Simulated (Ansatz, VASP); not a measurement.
# Two plane-wave programs on Hg

```
Hg
1.0
     4.29060    0.00000    0.00000
    -2.14530    3.71577    0.00000
     0.00000    0.00000    2.49561
Hg
3
Direct
  0.00000 0.00000 0.00000
  0.33333 0.66667 0.50000
  0.66667 0.33333 0.50000
```

Change from the starting cell: volume scaled by 0.45, PAW files.

Alike in both runs: task single point; functional PBE; k mesh 7 × 7 × 10; occupations fermi-dirac, width 0.05 eV; no spin polarisation.

|  | VASP | Ansatz |
| --- | --- | --- |
| version | VASP 6.6.1 | Ansatz 0.2.0 |
| potentials or method | VASP PAW PBE potentials, release 64 (Hg_sv_GW) | PAW with Ansatz's default frozen-core files, scalar-relativistic |
| plane-wave cutoff (eV) | 550 | 420 |
| valence electrons in the cell | 60 | 60 |

```csv
,VASP,Ansatz,Ansatz less VASP
pressure (GPa),172.9,172.8,-0.12
"traceless stress, the component that is largest in VASP (GPa)",-0.05,-0.22,-0.168
```

Both programs put the cell under a high pressure, so it lies far from rest at this level. With one functional, cell and mesh, what is left measures potentials, basis and numerics.

Neither program's run includes spin-orbit coupling. Noted on VASP's run: the cell as given lies far from equilibrium.
